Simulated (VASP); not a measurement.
Set up this calculation in VASP 6.6.1, as the native input.

```
Task                   : relaxation of cell and atoms
Functional             : PBEsol
Potentials or basis    : VASP PAW PBE potentials, release 64 (Ti_sv, O)
Cutoff                 : 600 eV
k mesh                 : 8 × 8 × 8
Occupations            : fermi-dirac, width 0.02 eV
Spin                   : no spin polarisation
Dipole correction      : no
Further INCAR settings : ALGO = Normal; EDIFF = 1e-07; IBRION = 2; EDIFFG = -0.005; NSW = 80; ISIF = 3
```

The structure of TiO2 lies in POSCAR:

```
TiO2
1.0
   -1.8996052401      1.8996052401      4.8488450591
    1.8996052401     -1.8996052401      4.8488450591
    1.8996052401      1.8996052401     -4.8488450591
Ti O
2 4
Direct
    0.0000000000      0.0000000000      0.0000000000
    0.7500000000      0.2500000000      0.5000000000
    0.9564829889      0.4564829889      0.5000000000
    0.2064829889      0.2064829889      0.0000000000
    0.5435170111      0.0435170111      0.5000000000
    0.7935170111      0.7935170111      0.0000000000
```

One way to write it, as run:

INCAR

```
SYSTEM = TiO2
PREC = Accurate
ENCUT = 600
EDIFF = 1E-7
ISMEAR = -1
SIGMA = 0.02
LREAL = .False.
LASPH = .True.
NELM = 100
ALGO = Normal
ISIF = 3
LWAVE = .False.
LCHARG = .False.
GGA = PS
IBRION = 2
NSW = 80
EDIFFG = -0.005
```

KPOINTS

```
regular mesh
0
Gamma
  8 8 8
  0 0 0
```

Potentials or basis: VASP PAW PBE potentials, release 64 (Ti_sv, O).

Command:

```bash
$ cat potpaw_PBE.64/Ti_sv/POTCAR potpaw_PBE.64/O/POTCAR > POTCAR
$ mpirun -np 1 vasp_std > vasp.out
```

Results of the run:

* Relaxed volume: 11.33 Å³/atom
* Relaxed cell: a = 5.472 Å, b = 5.472 Å, c = 5.472 Å, α = 139.68°, β = 139.68°, γ = 58.34°
* Space group after relaxing (to 0.1 Å): I4_1/amd (No. 141)
* Energy gained by relaxing: 5.5 meV/atom
* Ionic steps: 14
* Pressure after relaxing: 0.0 GPa
* Band gap on the k mesh: 2.12 eV (least direct gap 2.42 eV)

Caveat: the PAW data sets were made with another functional, which shifts forces and pressure a little.

Wall time 35 min on 1 thread of Intel(R) Xeon(R) Platinum 8488C (Sapphire Rapids), on a shared host, peak memory 0.41 GiB.
